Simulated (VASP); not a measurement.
Set up this calculation in VASP 6.6.1, as the native input.

```yaml
Task: relaxation of cell and atoms
Functional: PBE
Potentials_or_basis: VASP PAW PBE potentials, release 64 (Fe, Ni)
Cutoff: 600 eV
k_mesh: 6 × 6 × 6
Occupations: gaussian, width 0.1 eV
Spin: collinear spin, ferromagnetic start
Starting_moments: "[4.0, 2.0, 2.0] μB"
Dipole_correction: no
Further_INCAR_settings: ALGO = Normal; EDIFF = 1e-06; IBRION = 2; EDIFFG = -0.04; NSW = 90; ISIF = 3
```

The structure of FeNi2 lies in POSCAR:

```
FeNi2
1.0
    3.7170245800      0.0000000000      0.0000000000
    0.0000000000      3.7170245800      0.0000000000
    0.0000000000      0.0000000000      2.6851788300
Fe Ni
1 2
Direct
    0.5000000000      0.5000000000      0.5000000000
    0.0000000000      0.5000000000      0.0000000000
    0.5000000000      0.0000000000      0.0000000000
```

The cell was built from a structure type or drawn by symmetry, and may not be a known phase.

One way to write it, as run:

INCAR

```
PREC     = Accurate       # precision mode
ENCUT    = 600            # plane-wave cutoff, eV
EDIFF    = 1E-6           # SCF threshold, eV
ISMEAR   = 0              # smearing method
SIGMA    = 0.1            # smearing width, eV
LREAL    = F              # projectors in reciprocal space
LASPH    = T              # aspherical terms in the spheres
NELM     = 150            # most SCF steps
ALGO     = Normal         # electronic algorithm
ISIF     = 3              # what is computed and relaxed
LWAVE    = F              # write WAVECAR
LCHARG   = F              # write CHGCAR
ISPIN    = 2              # spin polarisation
MAGMOM   = 4 2 2          # initial moments
LORBIT   = 11             # projections on sites
LMAXMIX  = 4              # l up to which the mixer works
GGA      = PE             # functional
IBRION   = 2              # ionic algorithm
NSW      = 90             # ionic steps
EDIFFG   = -0.04          # ionic threshold
```

KPOINTS

```
Automatic mesh
0
Gamma
  6 6 6
```

Potentials or basis: VASP PAW PBE potentials, release 64 (Fe, Ni).

Launch:

```console
$ cat potpaw_PBE.64/Fe/POTCAR potpaw_PBE.64/Ni/POTCAR > POTCAR
$ mpirun -np 1 vasp_std > vasp.out
```

Results of the run:

```
Relaxed volume                                        : 13.48 Å³/atom
Relaxed cell                                          : a = 3.918 Å, b = 3.918 Å, c = 2.634 Å, α = 90.00°, β = 90.00°, γ = 90.00°
Space group after relaxing (to 0.1 Å)                 : P4/mmm (No. 123)
Energy gained by relaxing                             : 53.3 meV/atom
Ionic steps                                           : 10
Pressure after relaxing                               : 0.4 GPa
Net moment                                            : 4.09 μB per cell
Site moments                                          : Fe +2.64; Ni +0.75 μB
Valence electrons inside the program's atomic spheres : Fe 7.29; Ni 9.21
```

Caveat: the k points lie up to 0.40 Å⁻¹ apart in the final cell.

Wall time 4.6 min on 1 thread of Intel(R) Xeon(R) 6975P-C (Granite Rapids), on a shared host, peak memory 0.22 GiB.
